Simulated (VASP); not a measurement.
# Sn2TeS (P6_3mc) in VASP: further runs, part 3 of 3

VASP 6.6.1. The steps go on from the part before.

## Step 4: Single point, PBE (31.47 Å³/atom)

This run uses another cell than the first one, of 31.47 Å³/atom.

The input, INCAR:

```
SYSTEM = Sn2TeS
ALGO = Normal ; EDIFF = 1E-6
ENCUT = 500 ; GGA = PE
GGA_COMPAT = .FALSE. ; ISIF = 2
ISMEAR = 0 ; LASPH = .TRUE.
LCHARG = .FALSE. ; LREAL = .FALSE.
LWAVE = .FALSE. ; NBANDS = 50
NELM = 120 ; PREC = Accurate
SIGMA = 0.01
```

The input, KPOINTS:

```
k-points
0
G
  12 12 4
  0 0 0
```

The input, POSCAR:

```
Sn2TeS
1.0
    4.2889556288      0.0000000000      0.0000000000
   -2.1444778144      3.7143445303      0.0000000000
    0.0000000000      0.0000000000     15.8053805675
Sn Te S
4 2 2
Direct
    0.3333333333      0.6666666667      0.6180106986
    0.6666666667      0.3333333333      0.1180106986
    0.6666666667      0.3333333333      0.3509301766
    0.3333333333      0.6666666667      0.8509301766
    0.0000000000      0.0000000000      0.0093473659
    0.0000000000      0.0000000000      0.5093473659
    0.3333333333      0.6666666667      0.2717151548
    0.6666666667      0.3333333333      0.7717151548
```

Potentials or basis: VASP PAW PBE potentials, release 64 (Sn_d, Te, S).

Run with:

```bash
$ cat potpaw_PBE.64/Sn_d/POTCAR potpaw_PBE.64/Te/POTCAR potpaw_PBE.64/S/POTCAR > POTCAR
$ mpirun -np 1 vasp_std > vasp.out
```

OUTCAR:

```text
SYSTEM = Sn2TeS
   EDIFF = 1E-6
   ENCUT = 500
   GGA = PE
   ISIF = 2
   ISMEAR = 0
   LASPH = .TRUE.
   LREAL = .FALSE.
   NELM = 120
   PREC = Accurate

 ion  position               nearest neighbor table
   1  0.333  0.667  0.618-   6 3.01   6 3.01   6 3.01   4 3.68
   2  0.667  0.333  0.118-   5 3.01   5 3.01   5 3.01   3 3.68
   3  0.667  0.333  0.351-   7 2.77   7 2.77   7 2.77   6 3.52   6 3.52   6 3.52   2 3.68
   4  0.333  0.667  0.851-   8 2.77   8 2.77   8 2.77   5 3.52   5 3.52   5 3.52   1 3.68
   5  0.000  0.000  0.009-   2 3.01   2 3.01   2 3.01   4 3.52   4 3.52   4 3.52
   6  0.000  0.000  0.509-   1 3.01   1 3.01   1 3.01   3 3.52   3 3.52   3 3.52
   7  0.333  0.667  0.272-   3 2.77   3 2.77   3 2.77
   8  0.667  0.333  0.772-   4 2.77   4 2.77   4 2.77

  LATTYP: Found a hexagonal cell.
 ALAT       =     4.2889556288
 C/A-ratio  =     3.6851350155

  Lattice vectors:

 A1 = (   4.2889556288,   0.0000000000,   0.0000000000)
 A2 = (  -2.1444778144,   3.7143445303,   0.0000000000)
 A3 = (   0.0000000000,   0.0000000000,  15.8053805675)

Analysis of symmetry for initial positions (statically):
=====================================================================
 Subroutine PRICEL returns:
 Original cell was already a primitive cell.

 Routine SETGRP: Setting up the symmetry group for a
 hexagonal supercell.

 Subroutine GETGRP returns: Found 12 space group operations
 (whereof  6 operations were pure point group operations)
 out of a pool of 24 trial point group operations.

The static configuration has the point symmetry C_3v.
 The point group associated with its full space group is C_6v.

Analysis of symmetry for dynamics (positions and initial velocities):
=====================================================================
 Subroutine PRICEL returns:
 Original cell was already a primitive cell.

 Routine SETGRP: Setting up the symmetry group for a
 hexagonal supercell.

 Subroutine GETGRP returns: Found 12 space group operations
 (whereof  6 operations were pure point group operations)
 out of a pool of 24 trial point group operations.

The dynamic configuration has the point symmetry C_3v.
 The point group associated with its full space group is C_6v.

 Subroutine INISYM returns: Found 12 space group operations
 (whereof  6 operations are pure point group operations),
 and found     1 'primitive' translations

----------------------------------------------------------------------------------------

                                     Primitive cell

  volume of cell :     251.7901

  direct lattice vectors                    reciprocal lattice vectors
     4.288955629  0.000000000  0.000000000     0.233156994  0.134613253  0.000000000
    -2.144477814  3.714344530  0.000000000     0.000000000  0.269226506  0.000000000
     0.000000000  0.000000000 15.805380568     0.000000000  0.000000000  0.063269593

  length of vectors
     4.288955629  4.288955629 15.805380568     0.269226506  0.269226506  0.063269593

  position of ions in fractional coordinates (direct lattice)
     0.333333333  0.666666667  0.618010699
     0.666666667  0.333333333  0.118010699
     0.666666667  0.333333333  0.350930177
     0.333333333  0.666666667  0.850930177
[... 49 lines left out ...]
  0.416667 -0.000000  0.000000      6.000000
[... 16 lines left out ...]
  0.250000  0.000000  0.250000     12.000000
  0.333333  0.000000  0.250000     12.000000
 [... further k-points ...]
   k-points           NKPTS =     57   k-points in BZ     NKDIM =     57   number of bands    NBANDS=     50
   number of dos      NEDOS =    301   number of ions     NIONS =      8
   total plane-waves  NPLWV = 122880
   dimension x,y,z NGX =    32 NGY =   32 NGZ =  120
   dimension x,y,z NGXF=    64 NGYF=   64 NGZF=  240
   ions per type =               4   2   2
   NGX,Y,Z   is equivalent  to a cutoff of  12.40, 12.40, 12.62 a.u.
   NGXF,Y,Z  is equivalent  to a cutoff of  24.81, 24.81, 25.24 a.u.
 SYSTEM =  Sn2TeS
   PREC   = accura    normal or accurate (medium, high low for compatibility)
   ISTART =      0    job   : 0-new  1-cont  2-samecut
   ICHARG =      2    charge: 1-file 2-atom 10-const
   ISPIN  =      1    spin polarized calculation?
   LNONCOLLINEAR =      F non collinear calculations
   LSORBIT =      F    spin-orbit coupling
   LASPH  =      T    aspherical Exc in radial PAW
   ENCUT  =  500.0 eV  36.75 Ry    6.06 a.u.   7.82  7.82 28.82*2*pi/ulx,y,z
   NELM   =    120;   NELMIN=  2; NELMDL= -5     # of ELM steps
   EDIFF  = 0.1E-05   stopping-criterion for ELM
   LREAL  =      F    real-space projection
   EDIFFG = 0.1E-04   stopping-criterion for IOM
   NSW    =      0    number of steps for IOM
   IBRION =     -1    ionic relax: 0-MD 1-quasi-New 2-CG
   NFREE  =      0    steps in history (QN), initial steepest desc. (CG)
   ISIF   =      2    stress and relaxation
   ISYM   =      2    0-nonsym 1-usesym 2-fastsym
   POTIM  = 0.5000    time-step for ionic-motion
   TEBEG  =    0.0;   TEEND  =   0.0 temperature during run
   PSTRESS=    0.0 pullay stress
   NELECT =      80.0000    total number of electrons
   NUPDOWN=      -1.0000    fix difference up-down
   EMIN   =  10.00;   EMAX   =-10.00  energy-range for DOS
   EFERMI =   0.00;   METHOD = LEGACY
   ISMEAR =     0;   SIGMA  =   0.01  broadening in eV -4-tet -1-fermi 0-gaus
   EFERMI_NEDOS =   21; number of points for ismear=-14 and -15
   IALGO  =     38    algorithm
   IMIX   =      4    mixing-type and parameters
     AMIX     =   0.40;   BMIX     =  1.00
     AMIX_MAG =   1.60;   BMIX_MAG =  1.00
  volume/ion in A,a.u.               =      31.47       212.40
  Fermi-wavevector in a.u.,A,eV,Ry     =   1.117100  2.111012 16.978869  1.247912
  Thomas-Fermi vector in A             =   2.253719
   LORBIT       =      0    0 simple, 1 ext, 2 COOP (PROOUT), +10 PAW based schemes
   GGA     = PE    functional components
   LHFCALC =     F    Hartree Fock is set to
   AEXX    =    0.0000 exact exchange contribution
   IVDW    =     0    specifies the selected vdW correction
   LEPSILON=     F    determine dielectric tensor
   LRPA    =     F    only Hartree local field effects (RPA)
 non-spin polarized calculation
 Gauss-broadening in eV      SIGMA  =   0.01
  energy-cutoff  :      500.00
  volume of cell :      251.79
 maximum number of plane-waves:      6424
 NGX is ok and might be reduce to    32
   NGX = 15   NGY = 15   NGZ = 57

 number of electron      80.0000017 magnetization

 Free energy of the ion-electron system (eV)
  ---------------------------------------------------
  ext. energy  EPLUGINS =         0.00000000
  ---------------------------------------------------
  free energy    TOTEN  =       -32.28878922 eV

  energy without entropy =      -32.28878922  energy(sigma->0) =      -32.28878922

 E-fermi :   5.4233     XC(G=0):  -9.0231

 val. band max:        5.3430495458   @ k =   0.0833   0.0000   0.0000
 cond. band min:       5.5256431754   @ k =   0.5000   0.0000   0.0000
 fundamental gap:      0.1825936296
 Fermi energy:         5.4232788468

 k-point     1 :       0.0000    0.0000    0.0000
  band No.  band energies     occupation
      1     -16.3271      2.00000
      2     -16.3266      2.00000
      3     -16.3226      2.00000
      4     -16.3226      2.00000
      5     -16.3225      2.00000
      6     -16.3225      2.00000
[... 1261 lines left out ...]
     49       8.9664      0.00000
     50       9.2120      0.00000

 [... further k-points ...]

------------------------ aborting loop because EDIFF is reached ----------------------------------------

  FORCE on cell =-STRESS in cart. coord.  units (eV):
  Direction    XX          YY          ZZ          XY          YZ          ZX
  --------------------------------------------------------------------------------------
  -------------------------------------------------------------------------------------
  Total       -1.1694425     -1.1694425     -1.0688813      0.0000000      0.0000000      0.0000000
  in kB       -7.4413332     -7.4413332     -6.8014480      0.0000000      0.0000000      0.0000000
  external PRESSURE =      -7.2280381 kB  Pullay stress =       0.0000000 kB

 VOLUME and BASIS-vectors are now :
 -----------------------------------------------------------------------------
  energy-cutoff  :      500.00
  volume of cell :      251.79
      direct lattice vectors                 reciprocal lattice vectors
     4.288955629  0.000000000  0.000000000     0.233156994  0.134613253  0.000000000
    -2.144477814  3.714344530  0.000000000     0.000000000  0.269226506  0.000000000
     0.000000000  0.000000000 15.805380568     0.000000000  0.000000000  0.063269593

 POSITION                                       TOTAL-FORCE (eV/Angst)
 -----------------------------------------------------------------------------------
     -0.00000      2.47623      9.76789         0.000000     -0.000000      0.015993
      2.14448      1.23811      1.86520        -0.000000      0.000000      0.015993
      2.14448      1.23811      5.54658        -0.000000      0.000000      0.002758
     -0.00000      2.47623     13.44928         0.000000     -0.000000      0.002758
      0.00000      0.00000      0.14774        -0.000000     -0.000000     -0.021632
      0.00000      0.00000      8.05043         0.000000      0.000000     -0.021632
     -0.00000      2.47623      4.29456        -0.000000     -0.000000      0.002881
      2.14448      1.23811     12.19725         0.000000      0.000000      0.002881
 -----------------------------------------------------------------------------------
    total drift:                               -0.000000     -0.000000      0.000023

  FREE ENERGIE OF THE ION-ELECTRON SYSTEM (eV)
  ---------------------------------------------------
  free  energy   TOTEN  =       -32.2887892238 eV

  energy  without entropy=      -32.2887892238  energy(sigma->0) =      -32.28878922
```

Wall time 19 min (1 thread of Oxide Virtual Turin-like, shared host); peak memory 0.68 GiB.

What came out:

| Item | Value |
| --- | --- |
| Free energy | -32.2888 eV |
| Pressure | -0.7 GPa |
| Largest force | 0.022 eV/Å |
| Band gap on the k mesh | 0.18 eV (least direct gap 0.93 eV) |

Forces on the atoms (eV/Å):
```
Sn   0.000  0.000  0.016
Sn   0.000  0.000  0.016
Sn   0.000  0.000  0.003
Sn   0.000  0.000  0.003
Te   0.000  0.000 -0.022
Te   0.000  0.000 -0.022
S    0.000  0.000  0.003
S    0.000  0.000  0.003
```

Caveat: semilocal functionals underestimate gaps, and a narrow one can read as zero; spin-orbit coupling is left out, which moves the levels of the heavy elements. A k mesh can miss the band edges.

## Step 5: Overview

```tsv
task	cell	gap on the mesh (eV)	pressure (GPa)	largest force (eV/Å)
single point	a = 4.294, b = 4.294, c = 16.231 Å, angles 90.0, 90.0, 120.0°, 8 atoms, atomic positions A	0.28	-1.2	0.02
relaxation of shape and atoms at fixed volume	relaxed from a = 4.158, b = 4.158, c = 14.856 Å, angles 90.0, 90.0, 120.0°, 8 atoms, atomic positions B	none	3.3	-
single point	a = 4.289, b = 4.289, c = 15.805 Å, angles 90.0, 90.0, 120.0°, 8 atoms, atomic positions C	0.18	-0.7	0.02
```

Alike in all rows: level PBE; potentials or basis VASP PAW PBE potentials, release 64 (Sn_d, Te, S); no spin polarisation; k mesh 12 × 12 × 4; cutoff (eV) 500; smearing gaussian 0.01 eV.

Caveats: semilocal functionals underestimate gaps, and a narrow one can read as zero; spin-orbit coupling is left out, which moves the levels of the heavy elements.

Absolute energies hang on the potentials; compare differences alone.

The gap in the log of VASP goes by the Fermi energy; the results here count the filled bands.